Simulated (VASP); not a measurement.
Input of a VASP 6.6.1 run:

The input POSCAR:

```
ZnS
1.0
    3.7285654216      0.0000000000      0.0000000000
   -1.8642827108      3.2290323748      0.0000000000
    0.0000000000      0.0000000000      6.1188866816
Zn S
2 2
Direct
    0.3333333333      0.6666666667      0.0053936192
    0.6666666667      0.3333333333      0.5053936192
    0.3333333333      0.6666666667      0.3796063808
    0.6666666667      0.3333333333      0.8796063808
```

INCAR.step1

```
SYSTEM = ZnS
PREC     = Accurate       ! precision mode
ENCUT    = 600            ! plane-wave cutoff, eV
ISMEAR   = 0              ! smearing method
SIGMA    = 0.02           ! smearing width, eV
LREAL    = .False.        ! projectors in reciprocal space
LASPH    = .True.         ! aspherical terms in the spheres
NELM     = 80             ! most SCF steps
GGA      = PE             ! functional
ALGO     = Normal         ! electronic algorithm
EDIFF    = 1E-4           ! SCF threshold, eV
LWAVE    = .True.         ! write WAVECAR
LCHARG   = .False.        ! write CHGCAR
```

Contents of INCAR.step2:

```
SYSTEM = ZnS
PREC     = Accurate       ! precision mode
ENCUT    = 600            ! plane-wave cutoff, eV
EDIFF    = 1E-6           ! SCF threshold, eV
ISMEAR   = 0              ! smearing method
SIGMA    = 0.02           ! smearing width, eV
LREAL    = .False.        ! projectors in reciprocal space
LASPH    = .True.         ! aspherical terms in the spheres
NELM     = 80             ! most SCF steps
ALGO     = Normal         ! electronic algorithm
ISIF     = 4              ! what is computed and relaxed
LWAVE    = .False.        ! write WAVECAR
LCHARG   = .False.        ! write CHGCAR
METAGGA  = R2SCAN         ! meta-GGA
LMIXTAU  = .True.       
IBRION   = 2              ! ionic algorithm
NSW      = 50             ! ionic steps
EDIFFG   = -0.01          ! ionic threshold
ISTART   = 1
```

The input KPOINTS:

```
regular mesh
0
Gamma
  9 9 4
  0 0 0
```

Potentials or basis: VASP PAW PBE potentials, release 64 (Zn, S).

Launch:

```sh
$ cat potpaw_PBE.64/Zn/POTCAR potpaw_PBE.64/S/POTCAR > POTCAR
$ cp INCAR.step1 INCAR
$ mpirun -np 1 vasp_std > vasp.out
$ cp INCAR.step2 INCAR
$ mpirun -np 1 vasp_std > vasp.out
```

Problem. What does it give for the band gap on the k mesh?

Solution. 3.08 eV, direct.

Step by step:
```
step  energy change (eV)  largest force (eV/Å)  pressure (GPa)  volume (Å³)
   1              0.0000                0.0241            5.53        73.67
   2             -0.0001                0.0135            5.52        73.67
   3             -0.0002                0.0082            5.50        73.67
   4             -0.0002                0.0046            5.51        73.67
   5             -0.0002                0.0016            5.50        73.67
```

Caveat: the cell differs from its parent crystal (volume scaled by 0.94); the PAW data sets were made with another functional, which shifts forces and pressure a little.
